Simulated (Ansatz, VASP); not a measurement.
Given: the input of a run of Ansatz 0.2.0 on Sc.

input.yaml

```yaml
crystal:
  lattice:
    - [-0.011677, 2.250301, 2.295286]
    - [2.248443, -0.023514, 2.307123]
    - [2.212124, 2.225819, 0.012805]
  atoms:
    - { symbol: Sc, position: [-0.008178, 0.000779, -0.0045] }
kpoints:
  mp_grid: { grid: [10, 10, 10] }
scf:
  occupations: { method: fermi_dirac, width: 0.05 }
hamiltonian:
  xc: pbe
  pseudopotentials: { kind: all_electron, lapw: { basis_error: 0.001 } }
output:
  forces: true
  stress: true
  eigenvalues: true
  populations: true
```

Potentials or basis: all-electron LAPW, scalar-relativistic.

Launch:

```bash
$ ansatz run input.yaml --threads 1 --pin off --max-ram 2560MiB --backend cpu --events-out ev --progress --plain --runs-dir out
```

**Question.** Set up the same calculation for VASP 6.6.1. Potentials there: VASP PAW PBE potentials, release 64 (Sc_sv).

**Answer.** As run (the cutoff follows the program's own potentials):

Contents of INCAR:

```
ALGO = Fast
EDIFF = 1E-6
ENCUT = 520
GGA = PE
ISIF = 2
ISMEAR = -1
LASPH = T
LCHARG = F
LREAL = F
LWAVE = F
NBANDS = 12
NELM = 80
PREC = Accurate
SIGMA = 0.05
```

File KPOINTS:

```
k-points
0
Gamma
  10 10 10
```

File POSCAR:

```
Sc
1.0
   -0.0116770000      2.2503010000      2.2952860000
    2.2484430000     -0.0235140000      2.3071230000
    2.2121240000      2.2258190000      0.0128050000
Sc
1
Direct
   -0.0081780000      0.0007790000     -0.0045000000
```

Potentials or basis: VASP PAW PBE potentials, release 64 (Sc_sv).

Run with:

```console
$ cat potpaw_PBE.64/Sc_sv/POTCAR > POTCAR
$ mpirun -np 1 vasp_std > vasp.out
```

Both were run:

|  | VASP | Ansatz | Ansatz less VASP |
| --- | --- | --- | --- |
| gap on the k mesh at the Fermi level (eV) | none | none | - |
| pressure (GPa) | 3.8 | 3.8 | +0.01 |
| traceless stress, the component that is largest in VASP (GPa) | 0.90 | 0.90 | -0.004 |

A gap of «none» marks a metal or a gap that the smearing closes. Ansatz ran all-electron here, and VASP with PAW potentials.
